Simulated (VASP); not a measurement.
InAs, 2 atoms in the cell. Symmetry: F-43m, No. 216, cubic system. Conventional cell: a = 5.920 Å, b = 5.920 Å, c = 5.920 Å, α = 90.00°, β = 90.00°, γ = 90.00°. Within 3.4 Å of In (site symmetry -43m) lie 4 As at 2.56 Å. Within 3.4 Å of As (site symmetry -43m) lie 4 In at 2.56 Å. 

| Property | Result |
| --- | --- |
| Program | VASP 6.6.1 |
| Task | single point |
| Functional | PBEsol |
| Potentials or basis | VASP PAW PBE potentials, release 64 (In_d, As_d) |
| Cutoff | 510 eV |
| k mesh | 14 × 14 × 14 |
| Occupations | gaussian, width 0.05 eV |
| Spin | no spin polarisation |
| Dipole correction | no |
| Further INCAR settings | ALGO = Normal; EDIFF = 1e-06; NBANDS = 21 |

Potentials or basis: VASP PAW PBE potentials, release 64 (In_d, As_d).

Command:

```console
$ cat potpaw_PBE.64/In_d/POTCAR potpaw_PBE.64/As_d/POTCAR > POTCAR
$ mpirun -np 1 vasp_std > vasp.out
```

Hardware: 1 thread of Intel(R) Xeon(R) Platinum 8488C (Sapphire Rapids), with other jobs on the host.

**Question.** Estimate the wall time of this run.

**Answer.** Run time: 62 s on 1 thread of Intel(R) Xeon(R) Platinum 8488C (Sapphire Rapids) (shared host), peak memory 0.25 GiB. Counts: scf iterations 13, k points 104.
